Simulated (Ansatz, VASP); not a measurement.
**TePt: VASP beside Ansatz**

Contents of INCAR:

```
SYSTEM = TePt
  PREC = Accurate
  ENCUT = 520
  EDIFF = 1E-7
  ISMEAR = 0
  SIGMA = 0.1
  LREAL = .False.
  LASPH = .True.
  NELM = 100
  ALGO = Normal
  ISIF = 2
  LWAVE = .False.
  LCHARG = .False.
  GGA = PS
  NBANDS = 24
```

File KPOINTS:

```
regular mesh
0
Gamma
  12 12 10
  0 0 0
```

File POSCAR:

```
TePt
1.0
    4.2231471745      0.0000000000      0.0000000000
   -2.1115735872      3.6573527370      0.0000000000
    0.0000000000      0.0000000000      5.3753997823
Te Pt
2 2
Direct
    0.3333333333      0.6666666667      0.2500000000
    0.6666666667      0.3333333333      0.7500000000
    0.0000000000      0.0000000000      0.0000000000
    0.0000000000      0.0000000000      0.5000000000
```

Input for Ansatz:

```yaml
crystal:
  lattice:
    - [4.2231471745, 0.0, 0.0]
    - [-2.1115735872, 3.657352737, 0.0]
    - [0.0, 0.0, 5.3753997823]
  atoms:
    - { symbol: Te, position: [0.3333333333, 0.6666666667, 0.25] }
    - { symbol: Te, position: [0.6666666667, 0.3333333333, 0.75] }
    - { symbol: Pt, position: [0.0, 0.0, 0.0] }
    - { symbol: Pt, position: [0.0, 0.0, 0.5] }
basis:
  ecutwfc: 420
kpoints:
  mp_grid: { grid: [12, 12, 10] }
hamiltonian:
  xc: pbesol
scf:
  occupations: { method: gaussian, width: 0.1 }
output:
  forces: true
  stress: true
  eigenvalues: true
```

Change from the starting cell: strain along c alone, the other axes held, atoms relaxed: -3.0 %.

Alike in both runs: task single point; functional PBEsol; k mesh 12 × 12 × 10; occupations gaussian, width 0.1 eV; no spin polarisation.

|  | VASP | Ansatz |
| --- | --- | --- |
| version | VASP 6.6.1 | Ansatz 0.2.0 |
| potentials or method | VASP PAW PBE potentials, release 64 (Te, Pt), cutoff 520 eV | scalar-relativistic, plane waves, PAW |
| valence electrons in the cell | 32 | 68 |

|  | VASP | Ansatz | Ansatz less VASP |
| --- | --- | --- | --- |
| gap on the k mesh at the Fermi level (eV) | none | none | - |
| pressure (GPa) | 4.8 | 4.9 | +0.12 |
| traceless stress, the component that is largest in VASP (GPa) | 3.07 | 3.07 | +0.007 |

VASP's potentials were made for PBE, not for PBEsol. A gap of «none» marks a metal or a gap that the smearing closes. With one functional, cell and mesh, what is left measures potentials, basis and numerics. VASP's potentials hold 32 valence electrons a cell and Ansatz's 68, so a difference there can come from the potentials and not from the codes.

Neither program's run includes spin-orbit coupling.
